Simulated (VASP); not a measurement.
# BAs (F-43m) in VASP: a series of runs

Aim: see how the results for BAs move with the level of theory and the settings. Levels: PBE+D4, PBEsol, LDA. Tasks: single point.

All numbers are computed with VASP 6.6.1; they aren't measurements. Logs are shortened: lines on timing, memory, paths and dates and some standing lists are left out, and cuts for length are marked.

**1. The cell of the first run**

It takes space group F-43m (No. 216, cubic). Conventional cell: a = 4.759 Å, b = 4.759 Å, c = 4.759 Å, α = 90.00°, β = 90.00°, γ = 90.00°. Within 2.7 Å of B (site symmetry -43m) lie 4 As at 2.06 Å. As (site symmetry -43m) has 4 B at 2.06 Å within 2.7 Å.

**2. Single point, PBE+D4**

The input, INCAR:

```
SYSTEM = BAs
PREC = Accurate ; ENCUT = 520
EDIFF = 1E-6 ; ISMEAR = 0
SIGMA = 0.01 ; LREAL = .False.
LASPH = .True. ; NELM = 60
ALGO = Normal ; ISIF = 2
LWAVE = .False. ; LCHARG = .True.
GGA = PE ; IVDW = 13
LELF = .True. ; LVHAR = .True.
NBANDS = 11
```

The input, KPOINTS:

```
Automatic mesh
0
Gamma
  6 6 6
  0 0 0
```

The input, POSCAR:

```
BAs
1.0
    0.0000000000      2.3792611224      2.3792611224
    2.3792611224      0.0000000000      2.3792611224
    2.3792611224      2.3792611224      0.0000000000
B As
1 1
Direct
    0.0000000000      0.0000000000      0.0000000000
    0.2500000000      0.2500000000      0.2500000000
```

Potentials or basis: VASP PAW PBE potentials, release 64 (B, As).

The run is started by

```
cat potpaw_PBE.64/B/POTCAR potpaw_PBE.64/As/POTCAR > POTCAR
mpirun -np 1 vasp_std > vasp.out
```

OUTCAR:

```text
SYSTEM = BAs
   PREC = Accurate
   ENCUT = 520
   EDIFF = 1E-6
   ISMEAR = 0
   LREAL = .False.
   LASPH = .True.
   NELM = 60
   ISIF = 2
   GGA = PE
   IVDW = 13

 ion  position               nearest neighbor table
   1  0.000  0.000  0.000-   2 2.06   2 2.06   2 2.06   2 2.06
   2  0.250  0.250  0.250-   1 2.06   1 2.06   1 2.06   1 2.06

  LATTYP: Found a face centered cubic cell.
 ALAT       =     4.7585222448

  Lattice vectors:

 A1 = (   0.0000000000,   2.3792611224,   2.3792611224)
 A2 = (   2.3792611224,   0.0000000000,   2.3792611224)
 A3 = (   2.3792611224,   2.3792611224,   0.0000000000)

Analysis of symmetry for initial positions (statically):
=====================================================================
 Subroutine PRICEL returns:
 Original cell was already a primitive cell.

 Routine SETGRP: Setting up the symmetry group for a
 face centered cubic supercell.

 Subroutine GETGRP returns: Found 24 space group operations
 (whereof 24 operations were pure point group operations)
 out of a pool of 48 trial point group operations.

The static configuration has the point symmetry T_d .

Analysis of symmetry for dynamics (positions and initial velocities):
=====================================================================
 Subroutine PRICEL returns:
 Original cell was already a primitive cell.

 Routine SETGRP: Setting up the symmetry group for a
 face centered cubic supercell.

 Subroutine GETGRP returns: Found 24 space group operations
 (whereof 24 operations were pure point group operations)
 out of a pool of 48 trial point group operations.

The dynamic configuration has the point symmetry T_d .

 Subroutine INISYM returns: Found 24 space group operations
 (whereof 24 operations are pure point group operations),
 and found     1 'primitive' translations

----------------------------------------------------------------------------------------

                                     Primitive cell

  volume of cell :      26.9374

  direct lattice vectors                    reciprocal lattice vectors
     0.000000000  2.379261122  2.379261122    -0.210149275  0.210149275  0.210149275
     2.379261122  0.000000000  2.379261122     0.210149275 -0.210149275  0.210149275
     2.379261122  2.379261122  0.000000000     0.210149275  0.210149275 -0.210149275

  length of vectors
     3.364783348  3.364783348  3.364783348     0.363989222  0.363989222  0.363989222

  position of ions in fractional coordinates (direct lattice)
     0.000000000  0.000000000  0.000000000
     0.250000000  0.250000000  0.250000000

  ion indices of the primitive-cell ions
   primitive index   ion index
                 1           1
                 2           2

----------------------------------------------------------------------------------------

 KPOINTS: Automatic mesh

Automatic generation of k-mesh.
 Grid dimensions read from file:
 generate k-points for:    6    6    6

 Generating k-lattice:

  Cartesian coordinates                     Fractional coordinates (reciprocal lattice)
    -0.035024879  0.035024879  0.035024879     0.166666667  0.000000000  0.000000000
     0.035024879 -0.035024879  0.035024879     0.000000000  0.166666667  0.000000000
     0.035024879  0.035024879 -0.035024879     0.000000000  0.000000000  0.166666667

  Length of vectors
     0.060664870  0.060664870  0.060664870

  Shift w.r.t. Gamma in fractional coordinates (k-lattice)
     0.000000000  0.000000000  0.000000000

 Subroutine IBZKPT returns following result:
 ===========================================

 Found     16 irreducible k-points:

 Following reciprocal coordinates:
            Coordinates               Weight
  0.000000  0.000000  0.000000      1.000000
  0.166667  0.000000  0.000000      8.000000
  0.333333  0.000000  0.000000      8.000000
  0.500000  0.000000  0.000000      4.000000
  0.166667  0.166667  0.000000      6.000000
  0.333333  0.166667  0.000000     24.000000
[... 8 lines left out ...]
 -0.333333  0.333333  0.166667     24.000000
 -0.333333  0.500000  0.166667     12.000000
   k-points           NKPTS =     16   k-points in BZ     NKDIM =     16   number of bands    NBANDS=     11
   number of dos      NEDOS =    301   number of ions     NIONS =      2
   total plane-waves  NPLWV =  21952
   dimension x,y,z NGX =    28 NGY =   28 NGZ =   28
   dimension x,y,z NGXF=    56 NGYF=   56 NGZF=   56
   ions per type =               1   1
   NGX,Y,Z   is equivalent  to a cutoff of  13.83, 13.83, 13.83 a.u.
   NGXF,Y,Z  is equivalent  to a cutoff of  27.67, 27.67, 27.67 a.u.
 SYSTEM =  BAs
   PREC   = accura    normal or accurate (medium, high low for compatibility)
   ISTART =      0    job   : 0-new  1-cont  2-samecut
   ICHARG =      2    charge: 1-file 2-atom 10-const
   ISPIN  =      1    spin polarized calculation?
   LNONCOLLINEAR =      F non collinear calculations
   LSORBIT =      F    spin-orbit coupling
   LASPH  =      T    aspherical Exc in radial PAW
   ENCUT  =  520.0 eV  38.22 Ry    6.18 a.u.   6.26  6.26  6.26*2*pi/ulx,y,z
   NELM   =     60;   NELMIN=  2; NELMDL= -5     # of ELM steps
   EDIFF  = 0.1E-05   stopping-criterion for ELM
   LREAL  =      F    real-space projection
   EDIFFG = 0.1E-04   stopping-criterion for IOM
   NSW    =      0    number of steps for IOM
   IBRION =     -1    ionic relax: 0-MD 1-quasi-New 2-CG
   NFREE  =      0    steps in history (QN), initial steepest desc. (CG)
   ISIF   =      2    stress and relaxation
   ISYM   =      2    0-nonsym 1-usesym 2-fastsym
   POTIM  = 0.5000    time-step for ionic-motion
   TEBEG  =    0.0;   TEEND  =   0.0 temperature during run
   PSTRESS=    0.0 pullay stress
   NELECT =       8.0000    total number of electrons
   NUPDOWN=      -1.0000    fix difference up-down
   EMIN   =  10.00;   EMAX   =-10.00  energy-range for DOS
   EFERMI =   0.00;   METHOD = LEGACY
   ISMEAR =     0;   SIGMA  =   0.01  broadening in eV -4-tet -1-fermi 0-gaus
   EFERMI_NEDOS =   21; number of points for ismear=-14 and -15
   IALGO  =     38    algorithm
   IMIX   =      4    mixing-type and parameters
     AMIX     =   0.40;   BMIX     =  1.00
     AMIX_MAG =   1.60;   BMIX_MAG =  1.00
  volume/ion in A,a.u.               =      13.47        90.89
  Fermi-wavevector in a.u.,A,eV,Ry     =   1.092243  2.064041 16.231688  1.192995
  Thomas-Fermi vector in A             =   2.228505
   LORBIT       =      0    0 simple, 1 ext, 2 COOP (PROOUT), +10 PAW based schemes
   GGA     = PE    functional components
   LHFCALC =     F    Hartree Fock is set to
   AEXX    =    0.0000 exact exchange contribution
   IVDW    =    13    specifies the selected vdW correction
   LEPSILON=     F    determine dielectric tensor
   LRPA    =     F    only Hartree local field effects (RPA)
 non-spin polarized calculation
 Gauss-broadening in eV      SIGMA  =   0.01
  energy-cutoff  :      520.00
  volume of cell :       26.94
 maximum number of plane-waves:       745
 NGX is ok and might be reduce to    28
   NGX = 13   NGY = 13   NGZ = 13

 number of electron       8.0000000 magnetization

 Free energy of the ion-electron system (eV)
  ---------------------------------------------------
  ext. energy  EPLUGINS =         0.00000000
  ---------------------------------------------------
  free energy    TOTEN  =       -11.37905422 eV

  energy without entropy =      -11.37905422  energy(sigma->0) =      -11.37905422

 E-fermi :   6.3889     XC(G=0): -10.6315

 val. band max:        6.2615111284   @ k =   0.0000   0.0000   0.0000
 cond. band min:       7.5242000675   @ k =   0.3333   0.3333   0.0000
 fundamental gap:      1.2626889391
 Fermi energy:         6.3889236089

 k-point     1 :       0.0000    0.0000    0.0000
  band No.  band energies     occupation
      1      -9.2484      2.00000
      2       6.2615      2.00000
      3       6.2615      2.00000
      4       6.2615      2.00000
      5       9.5500      0.00000
      6       9.5500      0.00000
      7       9.5500      0.00000
      8      11.0972      0.00000
      9      15.9001      0.00000
     10      19.2551      0.00000
     11      19.2551      0.00000

 k-point     2 :       0.1667    0.0000    0.0000
  band No.  band energies     occupation
      1      -8.7905      2.00000
      2       3.2832      2.00000
      3       5.5707      2.00000
      4       5.5707      2.00000
      5       9.6153      0.00000
      6      10.4470      0.00000
      7      10.4470      0.00000
      8      13.0149      0.00000
      9      17.3351      0.00000
     10      17.5748      0.00000
     11      17.5748      0.00000

 k-point     3 :       0.3333    0.0000    0.0000
  band No.  band energies     occupation
      1      -7.5083      2.00000
      2      -0.5378      2.00000
      3       4.7276      2.00000
      4       4.7276      2.00000
      5       9.1896      0.00000
      6      11.1082      0.00000
      7      11.1082      0.00000
      8      14.9923      0.00000
      9      17.8322      0.00000
     10      18.3279      0.00000
     11      18.3279      0.00000

 k-point     4 :       0.5000    0.0000    0.0000
  band No.  band energies     occupation
      1      -6.3335      2.00000
      2      -2.6153      2.00000
      3       4.4191      2.00000
      4       4.4191      2.00000
      5       9.0213      0.00000
      6      11.0524      0.00000
      7      11.0524      0.00000
      8      15.1471      0.00000
      9      19.0635      0.00000
     10      20.9159      0.00000
     11      20.9159      0.00000

 k-point     5 :       0.1667    0.1667    0.0000
  band No.  band energies     occupation
      1      -8.6362      2.00000
      2       3.9840      2.00000
      3       4.5254      2.00000
      4       4.5254      2.00000
      5       8.5064      0.00000
      6      11.9397      0.00000
      7      11.9397      0.00000
      8      11.9841      0.00000
      9      15.9919      0.00000
     10      18.1289      0.00000
     11      19.9229      0.00000
[... 99 lines left out ...]
 k-point    13 :       0.5000    0.5000    0.0000
  band No.  band energies     occupation
      1      -4.9970      2.00000
      2      -2.3359      2.00000
      3       2.1305      2.00000
      4       2.1305      2.00000
      5       7.6706      0.00000
      6       7.6897      0.00000
      7      17.7397      0.00000
      8      17.7397      0.00000
      9      19.2316      0.00000
     10      23.7245      0.00000
     11      24.1706      0.00000

 k-point    14 :       0.5000    0.3333    0.1667
  band No.  band energies     occupation
      1      -6.4127      2.00000
      2      -0.5334      2.00000
      3       1.3259      2.00000
      4       3.0037      2.00000
      5      10.0548      0.00000
      6      11.4783      0.00000
      7      12.1714      0.00000
      8      15.3866      0.00000
      9      17.7765      0.00000
     10      20.0847      0.00000
     11      22.4812      0.00000

 k-point    15 :      -0.3333    0.3333    0.1667
  band No.  band energies     occupation
      1      -5.3634      2.00000
      2      -1.8531      2.00000
      3       0.7842      2.00000
      4       2.3451      2.00000
      5      10.6037      0.00000
      6      11.5401      0.00000
      7      13.7718      0.00000
      8      15.2339      0.00000
      9      16.5684      0.00000
     10      20.8045      0.00000
     11      22.6821      0.00000

 k-point    16 :      -0.3333    0.5000    0.1667
  band No.  band energies     occupation
      1      -4.8738      2.00000
      2      -2.0053      2.00000
      3       1.0400      2.00000
      4       1.2359      2.00000
      5      10.0349      0.00000
      6      10.2697      0.00000
      7      14.9800      0.00000
      8      15.2234      0.00000
      9      18.6650      0.00000
     10      22.0646      0.00000
     11      22.1755      0.00000

------------------------ aborting loop because EDIFF is reached ----------------------------------------

  DFT-D4 for vdW energy calculation

  Edisp (eV):   -0.76007

  FORCE on cell =-STRESS in cart. coord.  units (eV):
  Direction    XX          YY          ZZ          XY          YZ          ZX
  --------------------------------------------------------------------------------------
  -------------------------------------------------------------------------------------
  Total       0.11669     0.11669     0.11669     0.00000     0.00000    -0.00000
  in kB       6.94067     6.94067     6.94067     0.00000     0.00000    -0.00000
  external pressure =        6.94 kB  Pullay stress =        0.00 kB

 VOLUME and BASIS-vectors are now :
 -----------------------------------------------------------------------------
  energy-cutoff  :      520.00
  volume of cell :       26.94
      direct lattice vectors                 reciprocal lattice vectors
     0.000000000  2.379261122  2.379261122    -0.210149275  0.210149275  0.210149275
     2.379261122  0.000000000  2.379261122     0.210149275 -0.210149275  0.210149275
     2.379261122  2.379261122  0.000000000     0.210149275  0.210149275 -0.210149275

 POSITION                                       TOTAL-FORCE (eV/Angst)
 -----------------------------------------------------------------------------------
      0.00000      0.00000      0.00000         0.000000      0.000000      0.000000
      1.18963      1.18963      1.18963        -0.000000     -0.000000     -0.000000
 -----------------------------------------------------------------------------------
    total drift:                               -0.000000     -0.000000     -0.000000

  FREE ENERGIE OF THE ION-ELECTRON SYSTEM (eV)
  ---------------------------------------------------
  free  energy   TOTEN  =       -12.1391276976 eV

  energy  without entropy=      -12.1391276976  energy(sigma->0) =      -12.13912770
```

Run time: 15 s. Hardware: 1 thread of Intel Xeon 8259CL, shared host; peak memory 0.15 GiB.

Results:

```
Free energy                : -12.1391 eV
Pressure                   : 0.7 GPa
Band gap on the k mesh     : 1.26 eV, indirect (least direct gap 3.29 eV)
Dispersion energy per atom : -0.380 eV
```

**3. Single point, PBEsol**

This run uses another cell than the first one, of 13.55 Å³/atom, 1.006 times its volume.

The input, INCAR:

```
  PREC = Accurate
  ENCUT = 520
  EDIFF = 1E-6
  ISMEAR = 0
  SIGMA = 0.01
  LREAL = False
  LASPH = True
  NELM = 100
  ALGO = Normal
  ISIF = 2
  LWAVE = False
  LCHARG = True
  GGA = PS
  LELF = True
  LVHAR = True
  NBANDS = 11
```

The input, KPOINTS:

```
Automatic mesh
0
Gamma
  6 6 6
```

The input, POSCAR:

```
BAs
1.0
    0.0000000000      2.3841689058      2.3841689058
    2.3841689058      0.0000000000      2.3841689058
    2.3841689058      2.3841689058      0.0000000000
B As
1 1
Direct
    0.0000000000      0.0000000000      0.0000000000
    0.2500000000      0.2500000000      0.2500000000
```

Potentials or basis: VASP PAW PBE potentials, release 64 (B, As).

The run is started by

```
cat potpaw_PBE.64/B/POTCAR potpaw_PBE.64/As/POTCAR > POTCAR
mpirun -np 1 vasp_std > vasp.out
```

It took 15 s on 1 thread of Intel Xeon 8259CL, shared host; peak memory 0.15 GiB.

Results (log left out):

| Property | Result |
| --- | --- |
| Free energy | -12.1838 eV |
| Pressure | 0.9 GPa |
| Band gap on the k mesh | 1.18 eV, indirect (least direct gap 3.24 eV) |

Levels at points of the mesh, in eV from the valence-band top:
| k point | band 2 | band 3 | band 4 | band 5 | band 6 | band 7 |
| --- | --- | --- | --- | --- | --- | --- |
| (0.00, 0.00, 0.00) | 0.00 | 0.00 | 0.00 | 3.24 | 3.24 | 3.24 |
| (0.50, 0.00, 0.00) | -8.88 | -1.84 | -1.84 | 2.68 | 4.73 | 4.73 |
| (0.50, 0.50, 0.00) | -8.56 | -4.13 | -4.13 | 1.30 | 1.33 | 11.40 |

Caveat: the PAW data sets were made with another functional, which shifts forces and pressure a little.

**4. Single point, LDA**

This run uses another cell than the first one, of 13.25 Å³/atom, 0.984 times its volume.

The input, INCAR:

```
SYSTEM = BAs
  ALGO = Normal
  EDIFF = 1E-6
  ENCUT = 520
  ISIF = 2
  ISMEAR = 0
  LASPH = .TRUE.
  LCHARG = .FALSE.
  LREAL = .FALSE.
  LWAVE = .FALSE.
  NBANDS = 11
  NELM = 80
  PREC = Accurate
  SIGMA = 0.01
```

The input, KPOINTS:

```
k-points
0
G
  6 6 6
  0 0 0
```

The input, POSCAR:

```
BAs
1.0
    0.0000000000      2.3661621483      2.3661621483
    2.3661621483      0.0000000000      2.3661621483
    2.3661621483      2.3661621483      0.0000000000
B As
1 1
Direct
    0.0000000000      0.0000000000      0.0000000000
    0.2500000000      0.2500000000      0.2500000000
```

Potentials or basis: VASP PAW LDA potentials, release 64 (B, As).

The run is started by

```
cat potpaw_LDA.64/B/POTCAR potpaw_LDA.64/As/POTCAR > POTCAR
mpirun -np 1 vasp_std > vasp.out
```

It took 14 s on 1 thread of Intel Xeon 8259CL, shared host; peak memory 0.14 GiB.

It converged, with:

```yaml
Free_energy: -12.9070 eV
Pressure: 1.0 GPa
Band_gap_on_the_k_mesh: 1.20 eV, indirect (least direct gap 3.28 eV)
```

Levels at points of the mesh, in eV from the valence-band top:
```tsv
k point	band 2	band 3	band 4	band 5	band 6	band 7
(0.00, 0.00, 0.00)	0.00	0.00	0.00	3.28	3.28	3.28
(0.50, 0.00, 0.00)	-8.97	-1.87	-1.87	2.86	4.78	4.78
(0.50, 0.50, 0.00)	-8.59	-4.20	-4.20	1.31	1.38	11.50
```

**5. Overview**

| level | potentials or basis | cell | gap on the mesh (eV) | pressure (GPa) |
| --- | --- | --- | --- | --- |
| PBE+D4 | VASP PAW PBE potentials, release 64 (B, As) | a = 3.365 Å, angles 60.0°, 2 atoms | 1.26 | 0.7 |
| PBEsol | VASP PAW PBE potentials, release 64 (B, As) | a = 3.372 Å, angles 60.0°, 2 atoms | 1.18 | 0.9 |
| LDA | VASP PAW LDA potentials, release 64 (B, As) | a = 3.346 Å, angles 60.0°, 2 atoms | 1.20 | 1.0 |

Alike in all rows: task single point; no spin polarisation; k mesh 6 × 6 × 6; cutoff (eV) 520; smearing gaussian 0.01 eV.

Caveats: the PAW data sets were made with another functional, which shifts forces and pressure a little (some runs).

Total energies depend on the potentials used, so only differences within one code and one set of settings carry meaning.
